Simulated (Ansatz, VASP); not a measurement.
**Ta2N: VASP beside Ansatz**

```
Ta N
1.0
     3.07079    0.00000    0.00000
    -1.53540    2.65938    0.00000
     0.00000    0.00000    4.80402
Ta N
2 1
Direct
  0.33333 0.66667 0.25471
  0.66667 0.33333 0.74529
  0.00000 0.00000 0.00000
```

Alike in both runs: task single point; functional LDA; k mesh 10 × 10 × 6; occupations fermi-dirac, width 0.05 eV; no spin polarisation.

|  | VASP | Ansatz |
| --- | --- | --- |
| version | VASP 6.6.1 | Ansatz 0.2.0 |
| potentials or method | VASP PAW LDA potentials, release 64 (Ta_sv_GW, N) | Ansatz PAW |
| plane-wave cutoff (eV) | 600 | 420 |
| valence electrons in the cell | 31 | 31 |

```csv
,VASP,Ansatz,Ansatz less VASP
gap on the k mesh at the Fermi level (eV),none,none,-
pressure (GPa),-2.3,-3.2,-0.92
"traceless stress, the component that is largest in VASP (GPa)",0.24,0.33,+0.097
rms of the force components (eV/Å),0.082,0.100,+0.0180
```

LDA's correlation is that of Perdew and Zunger in VASP and of Perdew and Wang (1992) in Ansatz. Atom by atom the forces differ by 0.018 eV/Å (rms over components). A gap of «none» marks a metal or a gap that the smearing closes.

Neither program's run includes spin-orbit coupling.
